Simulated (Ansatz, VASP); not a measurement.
Two plane-wave programs on S

```
CELL_PARAMETERS angstrom
2.17470 -2.15591 0.05153
2.17470 2.15591 0.05153
-1.08030 0.00000 10.87428
ATOMIC_POSITIONS crystal
S 0.01632 0.51636 0.08680
S 0.48364 0.98368 0.41320
S 0.98368 0.48364 0.91320
S 0.51636 0.01632 0.58680
```

Alike in both runs: functional PBE; k mesh 6 × 6 × 2; occupations gaussian, width 0.1 eV; no spin polarisation.

Ansatz relaxed the structure, and its values are those at the end. VASP's run is a single point on that final structure, the one shown.

```csv
,VASP,Ansatz
version,VASP 6.6.1,Ansatz 0.2.0
potentials or method,"VASP PAW PBE potentials, release 64 (S), cutoff 520 eV","scalar-relativistic, plane waves, PAW"
valence electrons in the cell,24,24
```

|  | VASP | Ansatz | Ansatz less VASP |
| --- | --- | --- | --- |
| pressure (GPa) | -0.5 | 0.1 | +0.56 |
| rms of the force components (eV/Å) | 0.133 | 0.014 | -0.1187 |
